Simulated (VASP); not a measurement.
Input of a VASP 6.6.1 run:

Contents of POSCAR:

```
CoGe3
1.0
    3.9257872121      0.0000000000      0.0000000000
    0.0000000000      3.9257872121      0.0000000000
    0.0000000000      0.0000000000      3.9257872121
Ge Co
3 1
Direct
    0.0000000000      0.5000000000      0.5000000000
    0.5000000000      0.0000000000      0.5000000000
    0.5000000000      0.5000000000      0.0000000000
    0.0000000000      0.0000000000      0.0000000000
```

File INCAR.step1:

```
  ALGO = Normal
  EDIFF = 1E-4
  ENCUT = 520
  GGA = PE
  ISMEAR = 0
  LASPH = T
  LCHARG = F
  LREAL = F
  LWAVE = T
  NBANDS = 34
  NELM = 60
  PREC = Accurate
  SIGMA = 0.1
```

INCAR.step2

```
  ALGO = Normal
  EDIFF = 1E-6
  ENCUT = 520
  ISIF = 2
  ISMEAR = 0
  ISTART = 1
  LASPH = T
  LCHARG = F
  LMIXTAU = T
  LREAL = F
  LWAVE = F
  METAGGA = R2SCAN
  NBANDS = 34
  NELM = 60
  PREC = Accurate
  SIGMA = 0.1
```

KPOINTS

```
k-points
0
Gamma
  10 10 10
```

Potentials or basis: VASP PAW PBE potentials, release 64 (Ge_d, Co).

Command:

```sh
$ cat potpaw_PBE.64/Ge_d/POTCAR potpaw_PBE.64/Co/POTCAR > POTCAR
$ cp INCAR.step1 INCAR
$ mpirun -np 1 vasp_std > vasp.out
$ cp INCAR.step2 INCAR
$ mpirun -np 1 vasp_std > vasp.out
```

(1) Predict the pressure.

Results:

(1) 1.4 GPa.

Caveat: the PAW data sets were made with another functional, which shifts forces and pressure a little.
